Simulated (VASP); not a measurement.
Wanted: the native input for a VASP 6.6.1 run.

```yaml
Task: single point
Functional: PBE
Potentials_or_basis: VASP PAW PBE potentials, release 64 (Al)
Cutoff: 520 eV
k_mesh: 6 × 6 × 8
Occupations: gaussian, width 0.1 eV
Spin: no spin polarisation
Dipole_correction: no
Further_INCAR_settings: ALGO = Normal; EDIFF = 1e-07; NBANDS = 8
```

The structure of Al lies in POSCAR:

```
Al
1.0
    2.7630160418      0.0000000000      0.0000000000
    0.0000000000      2.7630160418      0.0000000000
    0.0000000000      0.0000000000      2.6608551303
Al
1
Direct
    0.5000000000      0.5000000000      0.5000000000
```

The input as run:

INCAR

```
PREC     = Accurate       # precision mode
ENCUT    = 520            # plane-wave cutoff, eV
EDIFF    = 1E-7           # SCF threshold, eV
ISMEAR   = 0              # smearing method
SIGMA    = 0.1            # smearing width, eV
LREAL    = F              # projectors in reciprocal space
LASPH    = T              # aspherical terms in the spheres
NELM     = 80             # most SCF steps
ALGO     = Normal         # electronic algorithm
ISIF     = 2              # what is computed and relaxed
LWAVE    = F              # write WAVECAR
LCHARG   = F              # write CHGCAR
GGA      = PE             # functional
NBANDS   = 8              # bands
```

KPOINTS

```
regular mesh
0
Gamma
  6 6 8
```

Potentials or basis: VASP PAW PBE potentials, release 64 (Al).

Run with:

```bash
$ cat potpaw_PBE.64/Al/POTCAR > POTCAR
$ mpirun -np 1 vasp_std > vasp.out
```

Results of the run:

- Pressure: 0.3 GPa

Caveat: the k points lie up to 0.38 Å⁻¹ apart.

It took 4.2 s on 1 thread of Intel(R) Xeon(R) Platinum 8259CL CPU @ 2.50GHz (Skylake/Cascade Lake), with other jobs on the host, peak memory 0.12 GiB.
